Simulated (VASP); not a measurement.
A run of VASP 6.6.1 is set up as follows.

INCAR

```
PREC = Accurate
ENCUT = 520
EDIFF = 1E-8
ISMEAR = -1
SIGMA = 0.01
LREAL = Auto
LASPH = T
NELM = 100
ALGO = Normal
ISIF = 2
LWAVE = F
LCHARG = F
GGA = PE
LEFG = T
NBANDS = 131
```

KPOINTS

```
regular mesh
0
Gamma
  3 3 2
```

File POSCAR:

```
Si47Ge
1.0
   -3.3180000000      3.3180000000      9.9540000000
    6.6360000000     -6.6360000000      0.0000000000
    6.6360000000      6.6360000000     -6.6360000000
Ge Si
1 47
Direct
    0.1337333333      0.0668666667      0.1003000000
    0.1337333333      0.0668666667      0.6003000000
    0.4670666667      0.7335333333      0.1003000000
    0.4670666667      0.7335333333      0.6003000000
    0.8004000000      0.4002000000      0.1003000000
    0.8004000000      0.4002000000      0.6003000000
    0.1666666667      0.8333333333      0.1497000000
    0.1666666667      0.8333333333      0.6497000000
    0.5000000000      0.5000000000      0.1497000000
    0.5000000000      0.5000000000      0.6497000000
    0.8333333333      0.1666666667      0.1497000000
    0.8333333333      0.1666666667      0.6497000000
    0.2664666667      0.2335333333      0.0000000000
    0.2664666667      0.2335333333      0.5000000000
    0.5998000000      0.9002000000      0.0000000000
    0.5998000000      0.9002000000      0.5000000000
    0.9331333333      0.5668666667      0.0000000000
    0.9331333333      0.5668666667      0.5000000000
    0.0998000000      0.1996000000      0.2500000000
    0.0998000000      0.1996000000      0.7500000000
    0.4331333333      0.8662666667      0.2500000000
    0.4331333333      0.8662666667      0.7500000000
    0.7664666667      0.5329333333      0.2500000000
    0.7664666667      0.5329333333      0.7500000000
    0.5329333333      0.2664666667      0.3997000000
    0.5329333333      0.2664666667      0.8997000000
    0.8662666667      0.9331333333      0.3997000000
    0.8662666667      0.9331333333      0.8997000000
    0.1996000000      0.5998000000      0.3997000000
    0.1996000000      0.5998000000      0.8997000000
    0.1666666667      0.8333333333      0.3503000000
    0.1666666667      0.8333333333      0.8503000000
    0.5000000000      0.5000000000      0.3503000000
    0.5000000000      0.5000000000      0.8503000000
    0.8333333333      0.1666666667      0.3503000000
    0.8333333333      0.1666666667      0.8503000000
    0.4002000000      0.0998000000      0.0000000000
    0.4002000000      0.0998000000      0.5000000000
    0.7335333333      0.7664666667      0.0000000000
    0.7335333333      0.7664666667      0.5000000000
    0.0668666667      0.4331333333      0.0000000000
    0.0668666667      0.4331333333      0.5000000000
    0.2335333333      0.4670666667      0.2500000000
    0.2335333333      0.4670666667      0.7500000000
    0.5668666667      0.1337333333      0.2500000000
    0.5668666667      0.1337333333      0.7500000000
    0.9002000000      0.8004000000      0.2500000000
    0.9002000000      0.8004000000      0.7500000000
```

Potentials or basis: VASP PAW PBE potentials, release 64 (Ge_d, Si).

Run with:

```bash
$ cat potpaw_PBE.64/Ge_d/POTCAR potpaw_PBE.64/Si/POTCAR > POTCAR
$ mpirun -np 1 vasp_std > vasp.out
```

Q: Estimate the largest force.

A: 0.886 eV/Å.

Q: What does it give for the pressure?

A: 1.8 GPa.

Q: Predict the band gap on the k mesh.

A: 0.02 eV.

Stress tensor (GPa, compression positive):
```
1.73 0.01 0.02
0.01 1.81 0.03
0.02 0.03 1.90
```

Caveat: without QUAD_EFG the Cq values of the log hold for a quadrupole moment of 1 mb, not for the nuclei.
